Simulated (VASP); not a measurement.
Here is a VASP 6.6.1 calculation.

The input INCAR:

```
SYSTEM = MgCd3Se4
  PREC = Accurate
  ENCUT = 600
  EDIFF = 1E-7
  ISMEAR = 0
  SIGMA = 0.15
  LREAL = .False.
  LASPH = .True.
  NELM = 120
  ALGO = Normal
  ISIF = 3
  LWAVE = .False.
  LCHARG = .False.
  GGA = PE
  IBRION = 2
  NSW = 36
  EDIFFG = -0.08
  GGA_COMPAT = .False.
  NELMIN = 4
```

File KPOINTS:

```
regular mesh
0
Gamma
  3 3 1
  0 0 0
```

Contents of POSCAR:

```
MgCd3Se4
1.0
    4.3133236100      0.0000000000      0.0000000000
   -2.1566618000      3.7354478200      0.0000000000
    0.0000000000      0.0000000000     12.3388510600
Mg Cd Se
1 3 4
Direct
    0.0000000000      0.0000000000      0.0000000000
    0.0000000000      0.0000000000      0.5000000000
    0.0000000000      0.0000000000      0.2552560000
    0.0000000000      0.0000000000      0.7447440000
    0.3333333300      0.6666666700      0.8773520000
    0.3333333300      0.6666666700      0.3740980000
    0.6666666700      0.3333333300      0.1226480000
    0.6666666700      0.3333333300      0.6259020000
```

Potentials or basis: VASP PAW PBE potentials, release 64 (Mg, Cd, Se).

Run with:

```console
$ cat potpaw_PBE.64/Mg/POTCAR potpaw_PBE.64/Cd/POTCAR potpaw_PBE.64/Se/POTCAR > POTCAR
$ mpirun -np 1 vasp_std > vasp.out
```

Task: Predict the relaxed cell.

Result: a = 4.099 Å, b = 4.099 Å, c = 13.037 Å, α = 90.00°, β = 90.00°, γ = 120.00°.

Task: What does it give for the space group after relaxing (to 0.1 Å)?

Result: P-3m1 (No. 164).

Task: Predict the relaxed volume.

Result: 23.71 Å³/atom.

Task: Estimate the band gap on the k mesh.

Result: 0.29 eV (least direct gap 0.30 eV).

Stress tensor (GPa, compression positive):
```
-0.36  0.00  0.00
 0.00 -0.36  0.00
 0.00  0.00 -0.07
```

Caveat: the k points lie up to 0.59 Å⁻¹ apart in the final cell; an odd mesh through Γ misses points on the zone boundary, where band edges can lie.
